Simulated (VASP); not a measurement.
Input of a VASP 6.6.1 run:

Contents of INCAR:

```
PREC = Accurate
ENCUT = 520
EDIFF = 1E-6
ISMEAR = 0
SIGMA = 0.1
LREAL = False
LASPH = True
NELM = 100
ALGO = Normal
ISIF = 2
LWAVE = False
LCHARG = False
NBANDS = 16
```

File KPOINTS:

```
Automatic mesh
0
Gamma
  6 6 6
```

The input POSCAR:

```
Si2Ni
1.0
    0.0000000000      2.6931550400      2.6931550400
    2.6931550400      0.0000000000      2.6931550400
    2.6931550400      2.6931550400      0.0000000000
Si Ni
2 1
Direct
    0.2500000000      0.2500000000      0.2500000000
    0.7500000000      0.7500000000      0.7500000000
    0.0000000000      0.0000000000      0.0000000000
```

Potentials or basis: VASP PAW LDA potentials, release 64 (Si, Ni).

Command:

```bash
$ cat potpaw_LDA.64/Si/POTCAR potpaw_LDA.64/Ni/POTCAR > POTCAR
$ mpirun -np 1 vasp_std > vasp.out
```

**Question.** Estimate the pressure.

**Answer.** -2.5 GPa.

**Question.** What does it give for the band gap on the k mesh?

**Answer.** Zero (band 9 reaches 12.25 eV, above the bottom of band 10 at 10.10 eV).

Spin polarisation is off, so any magnetic state and its effect on volume and gap are missing.
